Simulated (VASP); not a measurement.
## MgZnO4: relaxation of cell and atoms with PBE

MgZnO4:

```xyz
6
Lattice="3.2516 0.0000 0.0000 0.0000 3.2516 0.0000 0.0000 0.0000 5.4857" Properties=species:S:1:pos:R:3 pbc="T T T"
Mg    0.0000    0.0000    0.0000
Zn    1.6258    1.6258    2.7429
O     0.0000    0.0000    3.2988
O     1.6258    1.6258    0.5621
O     1.6258    1.6258    4.9236
O     0.0000    0.0000    2.1870
```

The cell was generated, and may not be a known phase.

| Property | Result |
| --- | --- |
| Program | VASP 6.6.1 |
| Task | relaxation of cell and atoms |
| Functional | PBE |
| Potentials or basis | VASP PAW PBE potentials, release 64 (Mg, Zn, O) |
| Cutoff | 600 eV |
| k mesh | 6 × 6 × 4 |
| Occupations | gaussian, width 0.1 eV |
| Spin | no spin polarisation |
| Dipole correction | no |
| Further INCAR settings | ALGO = Normal; EDIFF = 1e-07; IBRION = 2; EDIFFG = -0.04; NSW = 90; ISIF = 3 |

```yaml
Relaxed_volume: 10.39 Å³/atom
Relaxed_cell: a = 2.903 Å, b = 2.903 Å, c = 7.401 Å, α = 90.00°, β = 90.00°, γ = 90.00°
Space_group_after_relaxing_to_0.1_Å: P4/mmm (No. 123)
Pressure_after_relaxing: 0.1 GPa
Largest_force_after_relaxing: 0.038 eV/Å
Band_gap_on_the_k_mesh: 0.72 eV (least direct gap 0.92 eV)
```

Forces in eV/Å, atoms in the order of the input:
```
Mg   0.000  0.000  0.000
Zn   0.000  0.000  0.000
O    0.000  0.000 -0.038
O    0.000  0.000  0.025
O    0.000  0.000 -0.025
O    0.000  0.000  0.038
```

Final structure:
```
Mg Zn O
1.0
     2.90283    0.00000    0.00000
     0.00000    2.90283    0.00000
     0.00000    0.00000    7.40145
Mg Zn O
1 1 4
Direct
  0.00000 0.00000 0.00000
  0.50000 0.50000 0.50000
  0.00000 0.00000 0.60790
  0.50000 0.50000 0.10433
  0.50000 0.50000 0.89567
  0.00000 0.00000 0.39210
```

Levels at points of the mesh, in eV from the valence-band top:
| k point | band 15 | band 16 | band 17 | band 18 | band 19 | band 20 | band 21 | band 22 | band 23 |
| --- | --- | --- | --- | --- | --- | --- | --- | --- | --- |
| (0.00, 0.00, 0.00) | -3.55 | -0.48 | -0.48 | -0.01 | -0.01 | 1.12 | 1.48 | 3.63 | 4.40 |
| (0.50, 0.00, 0.00) | -2.97 | -2.36 | -1.83 | -0.46 | 0.00 | 2.67 | 3.59 | 6.94 | 7.25 |
| (0.50, 0.50, 0.00) | -4.47 | -2.03 | -2.03 | -0.81 | -0.81 | 2.57 | 3.17 | 3.47 | 7.19 |
| (0.00, 0.00, 0.50) | -3.64 | -0.25 | -0.25 | -0.23 | -0.23 | 0.72 | 2.00 | 3.84 | 4.89 |
| (0.50, 0.00, 0.50) | -2.59 | -2.02 | -1.83 | -0.46 | 0.00 | 2.46 | 3.51 | 6.99 | 7.37 |
| (0.50, 0.50, 0.50) | -4.47 | -1.80 | -1.80 | -1.03 | -1.03 | 2.37 | 2.46 | 4.64 | 7.56 |

Run time: 14 min on 1 thread of Intel(R) Xeon(R) 6975P-C (Granite Rapids), on a shared host, peak memory 0.24 GiB.

Caveat: the standard files for N, O and F lose accuracy on very short bonds; a cell axis changed by over 15 % at a fixed basis, so the end point is rough. A k mesh can miss the band edges.
